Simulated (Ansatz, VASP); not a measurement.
Al in VASP and in Ansatz

```
Al
1.0
     0.00000    2.02481    2.02481
     2.02481    0.00000    2.02481
     2.02481    2.02481    0.00000
Al
1
Direct
  0.00000 0.00000 0.00000
```

Alike in both runs: functional r2SCAN0; k mesh 7 × 7 × 7; occupations fermi-dirac, width 0.1 eV; no spin polarisation.

|  | VASP | Ansatz |
| --- | --- | --- |
| version | VASP 6.6.1 | Ansatz 0.2.0 |
| potentials or method | VASP PAW PBE potentials, release 64 (Al) | JTH PAW |
| plane-wave cutoff (eV) | 520 | 570 |
| valence electrons in the cell | 3 | 3 |
| task | single point | density of states |

```csv
,VASP,Ansatz,Ansatz less VASP
gap on the k mesh at the Fermi level (eV),none,none,-
pressure (GPa),-4.3,-3.5,+0.72
```

VASP's potentials were made for PBE, not for r2SCAN0. A gap of «none» marks a metal or a gap that the smearing closes.

The k mesh is coarse, so the values compare programs but aren't converged.
